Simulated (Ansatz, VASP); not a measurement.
## Two plane-wave programs on Nb3W

```
CELL_PARAMETERS angstrom
3.96133 0.00000 0.00000
0.00000 3.96133 0.00000
0.00000 0.00000 3.96133
ATOMIC_POSITIONS crystal
Nb 0.00000 0.50000 0.50000
Nb 0.50000 0.00000 0.50000
Nb 0.50000 0.50000 0.00000
W 0.00000 0.00000 0.00000
```

Alike in both runs: task relaxation of cell and atoms; functional PBE; k mesh 4 × 4 × 4; occupations gaussian, width 0.1 eV; no spin polarisation.

|  | VASP | Ansatz |
| --- | --- | --- |
| version | VASP 6.6.1 | Ansatz 0.2.0 |
| potentials or method | VASP PAW PBE potentials, release 64 (Nb_sv, W_sv), cutoff 600 eV | scalar-relativistic, plane waves, PAW |
| valence electrons in the cell | 53 | 53 |

|  | VASP | Ansatz | Ansatz less VASP |
| --- | --- | --- | --- |
| gap on the k mesh at the Fermi level, each at its own relaxed structure (eV) | none | none | - |
| relaxed volume (Å³/atom) | 18.07 | 18.06 | -0.016 |
| relaxed cell length with the largest relative difference (Å) | 4.166 | 4.165 | -0.0012 |

A gap of «none» marks a metal or a gap that the smearing closes.

The k mesh is coarse, so the values compare programs but aren't converged. Neither program's run includes spin-orbit coupling. Noted on VASP's run: the volume moved by over 15 % at a fixed basis, so the end points are rough.
